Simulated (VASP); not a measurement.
Here is a VASP 6.6.1 calculation.

File INCAR:

```
SYSTEM = Cu
PREC = Accurate ; ENCUT = 520
EDIFF = 1E-7 ; ISMEAR = 1
SIGMA = 0.1 ; LREAL = .FALSE.
LASPH = .TRUE. ; NELM = 100
ALGO = Normal ; ISIF = 2
LWAVE = .FALSE. ; LCHARG = .FALSE.
GGA = PS ; IVDW = 12
NBANDS = 18
```

The input KPOINTS:

```
regular mesh
0
G
  7 7 7
  0 0 0
```

Contents of POSCAR:

```
Cu
1.0
    4.1588740000      0.0000000000      0.0000000000
   -3.4449051002      2.3299918022      0.0000000000
    0.0000000000      0.0000000000      2.4754960000
Cu
2
Direct
    0.1338670000      0.8661330000      0.2500000000
    0.8661330000      0.1338670000      0.7500000000
```

Potentials or basis: VASP PAW PBE potentials, release 64 (Cu).

Run with:

```bash
$ cat potpaw_PBE.64/Cu/POTCAR > POTCAR
$ mpirun -np 1 vasp_std > vasp.out
```

(1) Estimate the pressure.

(2) Estimate the dispersion energy per atom.

(3) Predict the largest force.

Answers

(1) -7.7 GPa.

(2) -0.516 eV.

(3) 0.038 eV/Å.

Caveat: the k points lie up to 0.39 Å⁻¹ apart; three body term missing; the PAW data sets were made with another functional, which shifts forces and pressure a little; pairwise dispersion overbinds metals, which lowers pressure and volume.
